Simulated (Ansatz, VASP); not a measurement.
## Ir in VASP and in Ansatz

```xyz
1
Lattice="0.0000 1.7661 2.0733 1.7661 0.0000 2.0733 1.7661 1.7661 0.0000" Properties=species:S:1:pos:R:3 pbc="T T T"
Ir    0.0000    0.0000    0.0000
```

Change from the starting cell: strain -0.080 along x and y, +0.080 along z, atoms carried along.

Alike in both runs: task single point; functional LDA; k mesh 22 × 22 × 22; occupations gaussian, width 0.15 eV; no spin polarisation.

|  | VASP | Ansatz |
| --- | --- | --- |
| version | VASP 6.6.1 | Ansatz 0.2.0 |
| potentials or method | VASP PAW LDA potentials, release 64 (Ir), cutoff 520 eV | scalar-relativistic, plane waves, PAW |
| valence electrons in the cell | 9 | 17 |

VASP gave:

```
gap on the k mesh at the Fermi level (eV)                     : none
pressure (GPa)                                                : 44.1
traceless stress, the component that is largest in VASP (GPa) : -49.74
```

Question: Estimate Ansatz's values.

Answer: gap on the k mesh at the Fermi level (eV): none; pressure (GPa): 40.5; traceless stress, the component that is largest in VASP (GPa): -49.80.

LDA's correlation is that of Perdew and Zunger in VASP and of Perdew and Wang (1992) in Ansatz. A gap of «none» marks a metal or a gap that the smearing closes. Both programs put the cell under a high pressure, so it lies far from rest at this level. VASP's potentials hold 9 valence electrons a cell and Ansatz's 17, so a difference there can come from the potentials and not from the codes.

Spin-orbit coupling is off throughout.
